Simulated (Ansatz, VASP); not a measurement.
# MgZn5O6 in VASP and in Ansatz

```xyz
12
Lattice="2.2930 -6.8789 0.0000 2.2930 6.8789 0.0000 0.0000 0.0000 4.5859" Properties=species:S:1:pos:R:3 pbc="T T T"
Mg    0.0000    0.0000    0.0000
Zn    2.2930   -2.2930    0.0000
Zn    2.2930    2.2930    0.0000
Zn    2.2930    4.5859    2.2930
Zn    2.2930    0.0000    2.2930
Zn    2.2930   -4.5859    2.2930
O     0.0000    0.0000    2.2930
O     2.2930    2.2930    2.2930
O     2.2930   -2.2930    2.2930
O     2.2930    0.0000    0.0000
O     2.2930   -4.5859    0.0000
O     2.2930    4.5859    0.0000
```

Alike in both runs: task relaxation of cell and atoms; functional PBE; k mesh 4 × 4 × 4; occupations gaussian, width 0.1 eV; no spin polarisation.

|  | VASP | Ansatz |
| --- | --- | --- |
| version | VASP 6.6.1 | Ansatz 0.2.0 |
| potentials or method | VASP PAW PBE potentials, release 64 (Mg, Zn, O), cutoff 600 eV | scalar-relativistic, plane waves, PAW |
| valence electrons in the cell | 98 | 106 |

```csv
,VASP,Ansatz,Ansatz less VASP
"gap on the k mesh at the Fermi level, each at its own relaxed structure (eV)",0.96,0.99,+0.030
relaxed volume (Å³/atom),10.07,10.07,0.000
relaxed cell length with the largest relative difference (Å),6.827,6.830,+0.0026
```

VASP's potentials hold 98 valence electrons a cell and Ansatz's 106, so a difference there can come from the potentials and not from the codes.

Noted on VASP's run: the volume moved by over 15 % at a fixed basis, so the end points are rough.
